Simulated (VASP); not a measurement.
Runs of VASP 6.6.1 on BeS (pbe). The structure is that of space group F-43m (No. 216), or close to it. The cells are those of the table. 

```csv
task,cell,k mesh,smearing,gap on the mesh (eV),pressure (GPa)
single point,"a = 3.444 Å, angles 60.0°, 2 atoms",6 × 6 × 6,gaussian 0.1 eV,(a),0.4
relaxation of cell and atoms,"relaxed from a = 3.444 Å, angles 60.0°, 2 atoms",8 × 8 × 8,gaussian 0.02 eV,3.15,0.0
single point,"a = 3.448 Å, angles 60.0°, 2 atoms",8 × 8 × 8,gaussian 0.01 eV,3.15,0.1
single point,"a = 3.448 Å, angles 60.0°, 2 atoms",8 × 8 × 8,gaussian 0.02 eV,3.15,0.1
```

Alike in all rows: level PBE; potentials or basis VASP PAW PBE potentials, release 64 (Be, S); no spin polarisation; cutoff (eV) 600.

Question: Fill in the values left out.

Answer: (a) 3.14.

A k mesh can miss the band edges.
